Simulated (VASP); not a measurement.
Here is a VASP 6.6.1 calculation.

INCAR

```
SYSTEM = S
  PREC = Accurate
  ENCUT = 600
  EDIFF = 1E-6
  ISMEAR = -1
  SIGMA = 0.05
  LREAL = .False.
  LASPH = .True.
  NELM = 100
  ALGO = Normal
  ISIF = 3
  LWAVE = .False.
  LCHARG = .False.
  GGA = PE
  IBRION = 2
  NSW = 32
  EDIFFG = -0.005
  PSTRESS = 3900.0
```

Contents of KPOINTS:

```
Automatic mesh
0
Gamma
  17 17 17
  0 0 0
```

POSCAR

```
S
1.0
    1.3117771253     -0.7573548764      2.2203071093
    0.0000000000      1.5147097528      2.2203071093
   -1.3117771253     -0.7573548764      2.2203071093
S
2
Direct
    0.2500002621      0.2500002621      0.2500002621
   -0.2500002621     -0.2500002621     -0.2500002621
```

Potentials or basis: VASP PAW PBE potentials, release 64 (S).

Run with:

```bash
$ cat potpaw_PBE.64/S/POTCAR > POTCAR
$ mpirun -np 1 vasp_std > vasp.out
```

Q: Predict the space group after relaxing (to 0.1 Å).

A: Pm-3m (No. 221).

Q: What does it give for the band gap on the k mesh?

A: Zero (bands 6 and 7 overlap by 1.98 eV).

Q: Estimate the relaxed cell.

A: a = 2.680 Å, b = 2.680 Å, c = 2.680 Å, α = 58.49°, β = 58.49°, γ = 58.49°.

The path:
| step | energy change (eV) | largest force (eV/Å) | pressure (GPa) | volume (Å³) |
| --- | --- | --- | --- | --- |
| 1 | 0.0000 | 0.0000 | 380.37 | 13.23 |
| 2 | 1.9721 | 0.0000 | 468.17 | 12.49 |
| 3 | 0.2104 | 0.0000 | 389.73 | 13.15 |
| 4 | 0.2164 | 0.0000 | 389.96 | 13.14 |
| 5 | 0.2208 | 0.0000 | 390.16 | 13.14 |
| 6 | 0.1950 | 0.0000 | 389.04 | 13.15 |
| 7 | 0.2134 | 0.0000 | 389.86 | 13.15 |
| 8 | 0.2163 | 0.0000 | 389.95 | 13.15 |
| 9 | 0.2188 | 0.0000 | 390.06 | 13.14 |

Caveat: the cell is relaxed towards a set pressure, so the run minimises the enthalpy, not the energy.
